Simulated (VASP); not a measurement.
**Li2Se: single point with HF**

Crystal: Li2Se.

```xyz
3
Lattice="0.0000 2.9935 2.9935 2.9935 0.0000 2.9935 2.9935 2.9935 0.0000" Properties=species:S:1:pos:R:3 pbc="T T T"
Li    4.4903    4.4903    4.4903
Li    1.4968    1.4968    1.4968
Se    0.0000    0.0000    0.0000
```

```yaml
Program: VASP 6.6.1
Task: single point
Functional: HF
Potentials_or_basis: VASP PAW PBE potentials, release 64 (Li_sv, Se)
Cutoff: 650 eV
k_mesh: 6 × 6 × 6
Occupations: gaussian, width 0.01 eV
Spin: no spin polarisation
```

* Pressure: 1.6 GPa
* Band gap on the k mesh: 9.65 eV (least direct gap 10.59 eV)

Levels at points of the mesh, in eV from the valence-band top:
```
           k point  band 3  band 4  band 5  band 6  band 7  band 8  band 9  band 10
(0.00, 0.00, 0.00)  -15.74    0.00    0.00    0.00   10.59   13.04   13.04    13.04
(0.50, 0.00, 0.00)  -15.11   -3.98   -0.69   -0.69   12.58   13.30   13.30    15.58
(0.50, 0.50, 0.00)  -14.92   -3.23   -1.89   -1.89    9.65   13.50   18.87    18.87
```

Wall time 78 min on 1 thread of Intel Xeon 8259CL (shared host), peak memory 0.25 GiB.

Caveat: the PAW data sets were made with another functional, which shifts forces and pressure a little. A k mesh can miss the band edges.
